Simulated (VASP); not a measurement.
Wanted: the native input for a VASP 6.6.1 run.

| Quantity | Value |
| --- | --- |
| Task | single point |
| Functional | PBEsol |
| Potentials or basis | VASP PAW PBE potentials, release 64 (Nb_sv) |
| Cutoff | 520 eV |
| k mesh | 16 × 16 × 16 |
| Occupations | fermi-dirac, width 0.1 eV |
| Spin | no spin polarisation |
| Dipole correction | no |
| Further INCAR settings | ALGO = Normal; EDIFF = 1e-06; NBANDS = 12 |

The structure of Nb lies in POSCAR:

```
Nb
1.0
   -1.5912365837      1.5912365837      1.5912365837
    1.5912365837     -1.5912365837      1.5912365837
    1.5912365837      1.5912365837     -1.5912365837
Nb
1
Direct
    0.0000000000      0.0000000000      0.0000000000
```

This cell differs from its parent crystal: volume scaled by 0.92.

One way to write it, as run:

INCAR

```
ALGO     = Normal         # electronic algorithm
EDIFF    = 1E-6           # SCF threshold, eV
ENCUT    = 520            # plane-wave cutoff, eV
GGA      = PS             # functional
ISIF     = 2              # what is computed and relaxed
ISMEAR   = -1             # smearing method
LASPH    = T              # aspherical terms in the spheres
LCHARG   = F              # write CHGCAR
LREAL    = F              # projectors in reciprocal space
LWAVE    = F              # write WAVECAR
NBANDS   = 12             # bands
NELM     = 80             # most SCF steps
PREC     = Accurate       # precision mode
SIGMA    = 0.1            # smearing width, eV
```

KPOINTS

```
k-points
0
Gamma
  16 16 16
```

Potentials or basis: VASP PAW PBE potentials, release 64 (Nb_sv).

Command:

```console
$ cat potpaw_PBE.64/Nb_sv/POTCAR > POTCAR
$ mpirun -np 1 vasp_std > vasp.out
```

It gave:

```
Pressure : 17.5 GPa
```

Caveat: the PAW data sets were made with another functional, which shifts forces and pressure a little.

Run time: 13 s on 1 thread of AMD EPYC 9R45 96-Core Processor (Zen 5), on a shared host, peak memory 0.11 GiB.
